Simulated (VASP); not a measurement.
Here is a VASP 6.6.1 calculation.

File INCAR:

```
PREC = Accurate
ENCUT = 520
EDIFF = 1E-7
ISMEAR = 0
SIGMA = 0.02
LREAL = False
LASPH = True
NELM = 80
ALGO = Normal
ISIF = 2
LWAVE = False
LCHARG = False
GGA = PS
NBANDS = 11
```

File KPOINTS:

```
regular mesh
0
Gamma
  12 12 12
```

File POSCAR:

```
BN
1.0
    1.2520973358      0.7228987339      3.4815292535
   -1.2520973358      0.7228987339      3.4815292535
    0.0000000000     -1.4457974678      3.4815292535
B N
1 1
Direct
    0.9996236949      0.9996236949      0.9996236949
    0.3328093051      0.3328093051      0.3328093051
```

Potentials or basis: VASP PAW PBE potentials, release 64 (B, N).

The run is started by

```bash
$ cat potpaw_PBE.64/B/POTCAR potpaw_PBE.64/N/POTCAR > POTCAR
$ mpirun -np 1 vasp_std > vasp.out
```

(1) Predict the pressure.

(2) Predict the band gap on the k mesh.

Results:

(1) 0.3 GPa.

(2) 4.23 eV, indirect (least direct gap 4.63 eV).

Caveat: the PAW data sets were made with another functional, which shifts forces and pressure a little.
